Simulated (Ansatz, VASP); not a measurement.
One calculation of BAs, two programs

INCAR

```
SYSTEM = BAs
PREC = Accurate ; ENCUT = 420
EDIFF = 1E-6 ; ISMEAR = 0
SIGMA = 0.03 ; LREAL = .FALSE.
LASPH = .TRUE. ; NELM = 120
ALGO = Normal ; ISIF = 2
LWAVE = .FALSE. ; LCHARG = .FALSE.
LDIPOL = .TRUE. ; IDIPOL = 3
DIPOL = 0.5 0.5 0.500 ; GGA = PS
NBANDS = 11 ; GGA_COMPAT = .FALSE.
NELMDL = -8
```

File KPOINTS:

```
Automatic mesh
0
G
  12 12 1
  0 0 0
```

POSCAR

```
BAs
1.0
    3.3562573377      0.0000000000      0.0000000000
   -1.6781286689      2.9066041161      0.0000000000
    0.0000000000      0.0000000000     16.0000000000
B As
1 1
Direct
    0.3333333333      0.6666666667      0.5000000000
    0.6666666667      0.3333333333      0.5000000000
```

Input for Ansatz:

```yaml
crystal:
  lattice:
    - [3.3562573377, 0.0, 0.0]
    - [-1.6781286689, 2.9066041161, 0.0]
    - [0.0, 0.0, 16.0]
  atoms:
    - { symbol: B, position: [0.3333333333, 0.6666666667, 0.5] }
    - { symbol: As, position: [0.6666666667, 0.3333333333, 0.5] }
basis:
  ecutwfc: 420
kpoints:
  mp_grid: { grid: [12, 12, 1] }
hamiltonian:
  xc: pbesol
  pseudopotentials: { kind: paw, azcp: { folder: soft_1 } }
scf:
  occupations: { method: gaussian, width: 0.03 }
  n_extra_bands: 6
  max_iter: 160
output:
  forces: true
  eigenvalues: true
efield:
  axis: 3
  dipole_correction: true
```

Alike in both runs: task single point; functional PBEsol; k mesh 12 × 12 × 1; occupations gaussian, width 0.03 eV; no spin polarisation.

|  | VASP | Ansatz |
| --- | --- | --- |
| version | VASP 6.6.1 | Ansatz 0.2.0 |
| potentials or method | VASP PAW PBE potentials, release 64 (B, As), cutoff 420 eV | scalar-relativistic, plane waves, PAW |
| valence electrons in the cell | 8 | 18 |

```tsv
	VASP	Ansatz	Ansatz less VASP
gap on the k mesh at the Fermi level (eV)	0.73	0.74	+0.012
least direct gap on the mesh (eV)	0.73	0.74	+0.012
```

VASP's potentials were made for PBE, not for PBEsol, and Ansatz warns of the same on its side. The functional is the same, so the differences come from potentials, cutoffs and numerics. VASP's potentials hold 8 valence electrons a cell and Ansatz's 18, so a difference there can come from the potentials and not from the codes.
